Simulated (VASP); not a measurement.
Wanted: the native input for a VASP 6.6.1 run.

```yaml
Task: single point
Functional: LDA
Potentials_or_basis: VASP PAW LDA potentials, release 64 (Mo_sv)
Cutoff: 520 eV
k_mesh: 18 × 18 × 18
Occupations: methfessel-paxton, width 0.1 eV
Spin: no spin polarisation
Dipole_correction: no
Further_INCAR_settings: ALGO = Fast; EDIFF = 1e-06; NBANDS = 13
```

The structure of Mo lies in POSCAR:

```
Mo
1.0
   -1.5575000000      1.5575000000      1.5575000000
    1.5575000000     -1.5575000000      1.5575000000
    1.5575000000      1.5575000000     -1.5575000000
Mo
1
Direct
    0.0000000000      0.0000000000      0.0000000000
```

The input as run:

INCAR

```
SYSTEM = Mo
ALGO = Fast
EDIFF = 1E-6
ENCUT = 520
GGA = CA
ISIF = 2
ISMEAR = 1
LASPH = .True.
LCHARG = .False.
LREAL = .False.
LWAVE = .False.
NBANDS = 13
NELM = 100
PREC = Accurate
SIGMA = 0.1
```

KPOINTS

```
k-points
0
Gamma
  18 18 18
  0 0 0
```

Potentials or basis: VASP PAW LDA potentials, release 64 (Mo_sv).

Command:

```console
$ cat potpaw_LDA.64/Mo_sv/POTCAR > POTCAR
$ mpirun -np 1 vasp_std > vasp.out
```

Results of the run:

```json
{"Pressure": "0.1 GPa", "Band gap on the k mesh": "zero (band 7 reaches 17.22 eV, above the bottom of band 8 at 11.58 eV)"}
```

Wall time 19 s on 1 thread of Intel(R) Xeon(R) Platinum 8375C CPU @ 2.90GHz (Ice Lake), with other jobs on the host, peak memory 0.14 GiB.
